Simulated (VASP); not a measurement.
# As (R-3m) in VASP: notebook, part 2 of 2

VASP 6.6.1. The steps go on from the part before.

**4. Single point, PBE (19.93 Å³/atom)**

This run uses another cell than the first one, of 19.93 Å³/atom.

Contents of INCAR:

```
SYSTEM = As
PREC = Accurate ; ENCUT = 520
EDIFF = 1E-6 ; ISMEAR = -1
SIGMA = 0.1 ; LREAL = .FALSE.
LASPH = .TRUE. ; NELM = 100
ALGO = Normal ; ISIF = 2
LWAVE = .FALSE. ; LCHARG = .TRUE.
GGA = PE ; LELF = .TRUE.
LVHAR = .TRUE. ; NBANDS = 12
```

Contents of KPOINTS:

```
regular mesh
0
G
  16 16 16
  0 0 0
```

Contents of POSCAR:

```
As
1.0
    1.8241998634      1.0532022822      3.4576431359
   -1.8241998634      1.0532022822      3.4576431359
    0.0000000000     -2.1064045644      3.4576431359
As
2
Direct
    0.7737100447      0.7737100447      0.7737100447
    0.2262899553      0.2262899553      0.2262899553
```

Potentials or basis: VASP PAW PBE potentials, release 64 (As).

Command:

```console
cat potpaw_PBE.64/As/POTCAR > POTCAR
mpirun -np 1 vasp_std > vasp.out
```

OUTCAR:

```text
SYSTEM = As
   PREC = Accurate
   ENCUT = 520
   EDIFF = 1E-6
   ISMEAR = -1
   LREAL = .FALSE.
   LASPH = .TRUE.
   NELM = 100
   ISIF = 2
   GGA = PE

 ion  position               nearest neighbor table
   1  0.774  0.774  0.774-   2 2.44   2 2.44   2 2.44
   2  0.226  0.226  0.226-   1 2.44   1 2.44   1 2.44

  LATTYP: Found a trigonal (rhomboedric) cell.
 ALAT       =     4.0487326714
 COS(alpha) =     0.5939900948

  Lattice vectors:

 A1 = (   1.8241998634,   1.0532022822,   3.4576431359)
 A2 = (  -1.8241998634,   1.0532022822,   3.4576431359)
 A3 = (   0.0000000000,  -2.1064045644,   3.4576431359)

Analysis of symmetry for initial positions (statically):
=====================================================================
 Subroutine PRICEL returns:
 Original cell was already a primitive cell.

 Routine SETGRP: Setting up the symmetry group for a
 trigonal (rhombohedral) supercell.

 Subroutine GETGRP returns: Found 12 space group operations
 (whereof 12 operations were pure point group operations)
 out of a pool of 12 trial point group operations.

The static configuration has the point symmetry D_3d.

Analysis of symmetry for dynamics (positions and initial velocities):
=====================================================================
 Subroutine PRICEL returns:
 Original cell was already a primitive cell.

 Routine SETGRP: Setting up the symmetry group for a
 trigonal (rhombohedral) supercell.

 Subroutine GETGRP returns: Found 12 space group operations
 (whereof 12 operations were pure point group operations)
 out of a pool of 12 trial point group operations.

The dynamic configuration has the point symmetry D_3d.

 Subroutine INISYM returns: Found 12 space group operations
 (whereof 12 operations are pure point group operations),
 and found     1 'primitive' translations

[... 120 lines left out ...]
   LHFCALC =     F    Hartree Fock is set to
   AEXX    =    0.0000 exact exchange contribution
   IVDW    =     0    specifies the selected vdW correction
   LEPSILON=     F    determine dielectric tensor
   LRPA    =     F    only Hartree local field effects (RPA)
 non-spin polarized calculation
  energy-cutoff  :      520.00
  volume of cell :       39.86
 maximum number of plane-waves:      1093
   NGX = 15   NGY = 15   NGZ = 15

 number of electron      10.0000000 magnetization

 Free energy of the ion-electron system (eV)
  ---------------------------------------------------
  ext. energy  EPLUGINS =         0.00000000
  ---------------------------------------------------
  free energy    TOTEN  =        -9.15935539 eV

  energy without entropy =       -9.14806821  energy(sigma->0) =       -9.15371180

 E-fermi :   6.5240     XC(G=0): -10.3033

 val. band max:        6.5221824349   @ k =   0.3750   0.1250   0.1250
 cond. band min:       6.5391357383   @ k =  -0.4375   0.5000   0.4375
 fundamental gap:      0.0169533035
 Fermi energy:         6.5240366145

 k-point     1 :       0.0000    0.0000    0.0000
  band No.  band energies     occupation
      1      -9.4523      2.00000
      2       0.9133      2.00000
      3       3.4784      2.00000
      4       4.2301      2.00000
      5       4.2301      2.00000
      6       7.9991      0.00000
      7       9.3904      0.00000
      8       9.3904      0.00000
      9      13.2788      0.00000
     10      13.2788      0.00000
     11      13.8651      0.00000
     12      15.2250      0.00000
[... 331 lines left out ...]
 k-point    24 :      -0.0625    0.0625    0.0000
  band No.  band energies     occupation
      1      -9.2936      2.00000
      2       0.3684      2.00000
      3       3.5153      2.00000
      4       4.0272      2.00000
      5       4.1101      2.00000
      6       8.4541      0.00000
      7       8.9062      0.00000
      8       9.4708      0.00000
      9      12.2098      0.00000
     10      12.7767      0.00000
     11      13.6456      0.00000
     12      15.5815      0.00000

 [... further k-points ...]

------------------------ aborting loop because EDIFF is reached ----------------------------------------

  FORCE on cell =-STRESS in cart. coord.  units (eV):
  Direction    XX          YY          ZZ          XY          YZ          ZX
  --------------------------------------------------------------------------------------
  -------------------------------------------------------------------------------------
  Total        3.2538267      3.2538267      2.3704633     -0.0000000     -0.0000000      0.0000000
  in kB      130.7944688    130.7944688     95.2858025     -0.0000000     -0.0000000      0.0000000
  external PRESSURE =     118.9582467 kB  Pullay stress =       0.0000000 kB

 VOLUME and BASIS-vectors are now :
 -----------------------------------------------------------------------------
  energy-cutoff  :      520.00
  volume of cell :       39.86
      direct lattice vectors                 reciprocal lattice vectors
     1.824199863  1.053202282  3.457643136     0.274092774  0.158247537  0.096404782
    -1.824199863  1.053202282  3.457643136    -0.274092774  0.158247537  0.096404782
     0.000000000 -2.106404564  3.457643136     0.000000000 -0.316495073  0.096404782

 POSITION                                       TOTAL-FORCE (eV/Angst)
 -----------------------------------------------------------------------------------
      0.00000      0.00000      8.02564         0.000000      0.000000     -1.048404
      0.00000      0.00000      2.34729         0.000000     -0.000000      1.048404
 -----------------------------------------------------------------------------------
    total drift:                               -0.000000     -0.000000      0.000000

  FREE ENERGIE OF THE ION-ELECTRON SYSTEM (eV)
  ---------------------------------------------------
  free  energy   TOTEN  =        -9.1593553893 eV

  energy  without entropy=       -9.1480682077  energy(sigma->0) =       -9.15371180
```

stdout:

```text
POSCAR found type information on POSCAR As
 POSCAR found :  1 types and       2 ions
 scaLAPACK will be used
 LDA part: xc-table for (Slater+PW92), standard interpolation
 POSCAR, INCAR and KPOINTS ok, starting setup
 FFT: planning ... GRIDC
 FFT: planning ... GRID_SOFT
 FFT: planning ... GRID
 WAVECAR not read
 entering main loop
```

Run time: 2.2 min. Hardware: 1 thread of Intel Xeon Platinum 8259CL at 2.50GHz (Skylake/Cascade Lake), shared host; peak memory 0.3 GiB.

Results:

```yaml
Free_energy: -9.1594 eV
Pressure: 11.9 GPa
Largest_force: 1.048 eV/Å
Band_gap_on_the_k_mesh: zero (bands 5 and 6 overlap by 0.75 eV)
```

Forces in eV/Å, atoms in the order of the input:
```
As   0.000  0.000 -1.048
As   0.000  0.000  1.048
```

Stress tensor (GPa, compression positive):
```
13.08  0.00  0.00
 0.00 13.08  0.00
 0.00  0.00  9.53
```

Caveat: the cell stands under pressure; forces of over 1 eV/Å act on the atoms, so gaps and moduli don't describe the material at rest.

**5. Single point, PBE (20.83 Å³/atom)**

This run uses another cell than the first one, of 20.83 Å³/atom.

Contents of INCAR:

```
PREC     = Accurate       # precision mode
ENCUT    = 520            # plane-wave cutoff, eV
EDIFF    = 1E-6           # SCF threshold, eV
ISMEAR   = -1             # smearing method
SIGMA    = 0.1            # smearing width, eV
LREAL    = False          # projectors in reciprocal space
LASPH    = True           # aspherical terms in the spheres
NELM     = 100            # most SCF steps
ALGO     = Normal         # electronic algorithm
ISIF     = 2              # what is computed and relaxed
LWAVE    = False          # write WAVECAR
LCHARG   = False          # write CHGCAR
GGA      = PE             # functional
NBANDS   = 12             # bands
```

Contents of KPOINTS:

```
Automatic mesh
0
Gamma
  16 16 16
```

Contents of POSCAR:

```
As
1.0
    1.8514307417      1.0689240371      3.5092573593
   -1.8514307417      1.0689240371      3.5092573593
    0.0000000000     -2.1378480742      3.5092573593
As
2
Direct
    0.7737100447      0.7737100447      0.7737100447
    0.2262899553      0.2262899553      0.2262899553
```

Potentials or basis: VASP PAW PBE potentials, release 64 (As).

Command:

```console
cat potpaw_PBE.64/As/POTCAR > POTCAR
mpirun -np 1 vasp_std > vasp.out
```

OUTCAR:

```text
PREC = Accurate
   ENCUT = 520
   EDIFF = 1E-6
   ISMEAR = -1
   LREAL = False
   LASPH = True
   NELM = 100
   ISIF = 2
   GGA = PE

 ion  position               nearest neighbor table
   1  0.774  0.774  0.774-   2 2.48   2 2.48   2 2.48
   2  0.226  0.226  0.226-   1 2.48   1 2.48   1 2.48

  LATTYP: Found a trigonal (rhomboedric) cell.
 ALAT       =     4.1091704275
 COS(alpha) =     0.5939900948

  Lattice vectors:

 A1 = (   1.8514307417,   1.0689240371,   3.5092573593)
 A2 = (  -1.8514307417,   1.0689240371,   3.5092573593)
 A3 = (   0.0000000000,  -2.1378480742,   3.5092573593)

Analysis of symmetry for initial positions (statically):
=====================================================================
 Subroutine PRICEL returns:
 Original cell was already a primitive cell.

 Routine SETGRP: Setting up the symmetry group for a
 trigonal (rhombohedral) supercell.

 Subroutine GETGRP returns: Found 12 space group operations
 (whereof 12 operations were pure point group operations)
 out of a pool of 12 trial point group operations.

The static configuration has the point symmetry D_3d.

Analysis of symmetry for dynamics (positions and initial velocities):
=====================================================================
 Subroutine PRICEL returns:
 Original cell was already a primitive cell.

 Routine SETGRP: Setting up the symmetry group for a
 trigonal (rhombohedral) supercell.

 Subroutine GETGRP returns: Found 12 space group operations
 (whereof 12 operations were pure point group operations)
 out of a pool of 12 trial point group operations.

The dynamic configuration has the point symmetry D_3d.

 Subroutine INISYM returns: Found 12 space group operations
 (whereof 12 operations are pure point group operations),
 and found     1 'primitive' translations

----------------------------------------------------------------------------------------

                                     Primitive cell

  volume of cell :      41.6697

  direct lattice vectors                    reciprocal lattice vectors
     1.851430742  1.068924037  3.509257359     0.270061412  0.155920029  0.094986859
    -1.851430742  1.068924037  3.509257359    -0.270061412  0.155920029  0.094986859
     0.000000000 -2.137848074  3.509257359     0.000000000 -0.311840058  0.094986859

  length of vectors
     4.109170427  4.109170427  4.109170427     0.325985774  0.325985774  0.325985774

  position of ions in fractional coordinates (direct lattice)
     0.773710045  0.773710045  0.773710045
     0.226289955  0.226289955  0.226289955

  ion indices of the primitive-cell ions
   primitive index   ion index
                 1           1
                 2           2

----------------------------------------------------------------------------------------

 KPOINTS: Automatic mesh

Automatic generation of k-mesh.
 Grid dimensions read from file:
 generate k-points for:   16   16   16

 Generating k-lattice:

  Cartesian coordinates                     Fractional coordinates (reciprocal lattice)
     0.016878838  0.009745002  0.005936679     0.062500000  0.000000000  0.000000000
    -0.016878838  0.009745002  0.005936679     0.000000000  0.062500000  0.000000000
     0.000000000 -0.019490004  0.005936679     0.000000000  0.000000000  0.062500000

  Length of vectors
     0.020374111  0.020374111  0.020374111

  Shift w.r.t. Gamma in fractional coordinates (k-lattice)
     0.000000000  0.000000000  0.000000000

 Subroutine IBZKPT returns following result:
 ===========================================

 Found    417 irreducible k-points:

 Following reciprocal coordinates:
            Coordinates               Weight
  0.000000  0.000000  0.000000      1.000000
  0.062500  0.000000 -0.000000      6.000000
  0.125000  0.000000 -0.000000      6.000000
  0.187500  0.000000  0.000000      6.000000
  0.250000  0.000000 -0.000000      6.000000
  0.312500  0.000000 -0.000000      6.000000
[... 16 lines left out ...]
 -0.125000  0.062500  0.000000     12.000000
 -0.062500  0.062500  0.000000      6.000000
 [... further k-points ...]
   k-points           NKPTS =    417   k-points in BZ     NKDIM =    417   number of bands    NBANDS=     12
   number of dos      NEDOS =    301   number of ions     NIONS =      2
   total plane-waves  NPLWV =  32768
   dimension x,y,z NGX =    32 NGY =   32 NGZ =   32
   dimension x,y,z NGXF=    64 NGYF=   64 NGZF=   64
   ions per type =               2
   NGX,Y,Z   is equivalent  to a cutoff of  12.95, 12.95, 12.95 a.u.
   NGXF,Y,Z  is equivalent  to a cutoff of  25.89, 25.89, 25.89 a.u.
 SYSTEM =  unknown system
   PREC   = accura    normal or accurate (medium, high low for compatibility)
   ISTART =      0    job   : 0-new  1-cont  2-samecut
   ICHARG =      2    charge: 1-file 2-atom 10-const
   ISPIN  =      1    spin polarized calculation?
   LNONCOLLINEAR =      F non collinear calculations
   LSORBIT =      F    spin-orbit coupling
   LASPH  =      T    aspherical Exc in radial PAW
   ENCUT  =  520.0 eV  38.22 Ry    6.18 a.u.   7.64  7.64  7.64*2*pi/ulx,y,z
   NELM   =    100;   NELMIN=  2; NELMDL= -5     # of ELM steps
   EDIFF  = 0.1E-05   stopping-criterion for ELM
   LREAL  =      F    real-space projection
   EDIFFG = 0.1E-04   stopping-criterion for IOM
   NSW    =      0    number of steps for IOM
   IBRION =     -1    ionic relax: 0-MD 1-quasi-New 2-CG
   NFREE  =      0    steps in history (QN), initial steepest desc. (CG)
   ISIF   =      2    stress and relaxation
   ISYM   =      2    0-nonsym 1-usesym 2-fastsym
   POTIM  = 0.5000    time-step for ionic-motion
   TEBEG  =    0.0;   TEEND  =   0.0 temperature during run
   PSTRESS=    0.0 pullay stress
   NELECT =      10.0000    total number of electrons
   NUPDOWN=      -1.0000    fix difference up-down
   EMIN   =  10.00;   EMAX   =-10.00  energy-range for DOS
   EFERMI =   0.00;   METHOD = LEGACY
   ISMEAR =    -1;   SIGMA  =   0.10  broadening in eV -4-tet -1-fermi 0-gaus
   EFERMI_NEDOS =   21; number of points for ismear=-14 and -15
   IALGO  =     38    algorithm
   IMIX   =      4    mixing-type and parameters
     AMIX     =   0.40;   BMIX     =  1.00
     AMIX_MAG =   1.60;   BMIX_MAG =  1.00
  volume/ion in A,a.u.               =      20.83       140.60
  Fermi-wavevector in a.u.,A,eV,Ry     =   1.017344  1.922502 14.081883  1.034989
  Thomas-Fermi vector in A             =   2.150740
   LORBIT       =      0    0 simple, 1 ext, 2 COOP (PROOUT), +10 PAW based schemes
   GGA     = PE    functional components
   LHFCALC =     F    Hartree Fock is set to
   AEXX    =    0.0000 exact exchange contribution
   IVDW    =     0    specifies the selected vdW correction
   LEPSILON=     F    determine dielectric tensor
   LRPA    =     F    only Hartree local field effects (RPA)
 non-spin polarized calculation
  energy-cutoff  :      520.00
  volume of cell :       41.67
 maximum number of plane-waves:      1134
   NGX = 15   NGY = 15   NGZ = 15

 number of electron      10.0000001 magnetization

 Free energy of the ion-electron system (eV)
  ---------------------------------------------------
  ext. energy  EPLUGINS =         0.00000000
  ---------------------------------------------------
  free energy    TOTEN  =        -9.26629685 eV

  energy without entropy =       -9.25615490  energy(sigma->0) =       -9.26122587

 E-fermi :   5.9865     XC(G=0): -10.1065

 val. band max:        5.9779061151   @ k =   0.4375   0.3125   0.3125
 cond. band min:       6.0181851558   @ k =  -0.4375   0.5000   0.4375
 fundamental gap:      0.0402790407
 Fermi energy:         5.9865032526

 k-point     1 :       0.0000    0.0000    0.0000
  band No.  band energies     occupation
      1      -9.5423      2.00000
      2       0.1635      2.00000
      3       3.1200      2.00000
      4       3.8029      2.00000
      5       3.8029      2.00000
      6       7.4729      0.00000
      7       8.7995      0.00000
      8       8.7995      0.00000
      9      12.7722      0.00000
     10      12.7722      0.00000
     11      13.2792      0.00000
     12      14.6730      0.00000
[... 331 lines left out ...]
 k-point    24 :      -0.0625    0.0625    0.0000
  band No.  band energies     occupation
      1      -9.3903      2.00000
      2      -0.3188      2.00000
      3       3.1533      2.00000
      4       3.6164      2.00000
      5       3.6773      2.00000
      6       7.8789      0.00000
      7       8.3190      0.00000
      8       8.8692      0.00000
      9      11.7651      0.00000
     10      12.2915      0.00000
     11      13.1095      0.00000
     12      14.9800      0.00000

 [... further k-points ...]

------------------------ aborting loop because EDIFF is reached ----------------------------------------

  FORCE on cell =-STRESS in cart. coord.  units (eV):
  Direction    XX          YY          ZZ          XY          YZ          ZX
  --------------------------------------------------------------------------------------
  -------------------------------------------------------------------------------------
  Total        2.0677539      2.0677539      1.4903345     -0.0000000     -0.0000000      0.0000000
  in kB       79.5039402     79.5039402     57.3024991     -0.0000000     -0.0000000      0.0000000
  external PRESSURE =      72.1034599 kB  Pullay stress =       0.0000000 kB

 VOLUME and BASIS-vectors are now :
 -----------------------------------------------------------------------------
  energy-cutoff  :      520.00
  volume of cell :       41.67
      direct lattice vectors                 reciprocal lattice vectors
     1.851430742  1.068924037  3.509257359     0.270061412  0.155920029  0.094986859
    -1.851430742  1.068924037  3.509257359    -0.270061412  0.155920029  0.094986859
     0.000000000 -2.137848074  3.509257359     0.000000000 -0.311840058  0.094986859

 POSITION                                       TOTAL-FORCE (eV/Angst)
 -----------------------------------------------------------------------------------
      0.00000      0.00000      8.14544         0.000000     -0.000000     -0.654136
      0.00000      0.00000      2.38233         0.000000      0.000000      0.654136
 -----------------------------------------------------------------------------------
    total drift:                                0.000000     -0.000000      0.000000

  FREE ENERGIE OF THE ION-ELECTRON SYSTEM (eV)
  ---------------------------------------------------
  free  energy   TOTEN  =        -9.2662968535 eV

  energy  without entropy=       -9.2561548958  energy(sigma->0) =       -9.26122587
```

Run time: 82 s. Hardware: 1 thread of Intel Xeon Platinum 8259CL at 2.50GHz (Skylake/Cascade Lake), shared host; peak memory 0.31 GiB.

Results:

| Quantity | Value |
| --- | --- |
| Free energy | -9.2663 eV |
| Pressure | 7.2 GPa |
| Largest force | 0.654 eV/Å |
| Band gap on the k mesh | zero (bands 5 and 6 overlap by 0.66 eV) |

Forces in eV/Å, atoms in the order of the input:
```
As   0.000  0.000 -0.654
As   0.000  0.000  0.654
```

Stress tensor (GPa, compression positive):
```
7.95 0.00 0.00
0.00 7.95 0.00
0.00 0.00 5.73
```

Caveat: the cell stands under pressure.

**6. The runs side by side**

| task | cell | k mesh | cutoff (eV) | gap on the mesh (eV) | pressure (GPa) | largest force (eV/Å) |
| --- | --- | --- | --- | --- | --- | --- |
| single point | a = 4.225 Å, angles 53.6°, 2 atoms, atomic positions A | 10 × 10 × 10 | 520 | none | 0.3 | 0.05 |
| relaxation of cell and atoms | relaxed from a = 4.131 Å, angles 54.2°, 2 atoms, atomic positions B | 10 × 10 × 10 | 600 | none | 0.0 | 0.01 |
| single point | a = 4.049 Å, angles 53.6°, 2 atoms, atomic positions A | 16 × 16 × 16 | 520 | none | 11.9 | 1.05 |
| single point | a = 4.109 Å, angles 53.6°, 2 atoms, atomic positions A | 16 × 16 × 16 | 520 | none | 7.2 | 0.65 |

Alike in all rows: level PBE; potentials or basis VASP PAW PBE potentials, release 64 (As); no spin polarisation; smearing fermi-dirac 0.1 eV.

Caveats: the cell stands under pressure (at least some runs); forces of over 1 eV/Å act on the atoms, so gaps and moduli don't describe the material at rest (at least some runs).

Total energies depend on the potentials used, so only differences within one code and one set of settings carry meaning.

The gap in the log of VASP goes by the Fermi energy; the results here count the filled bands.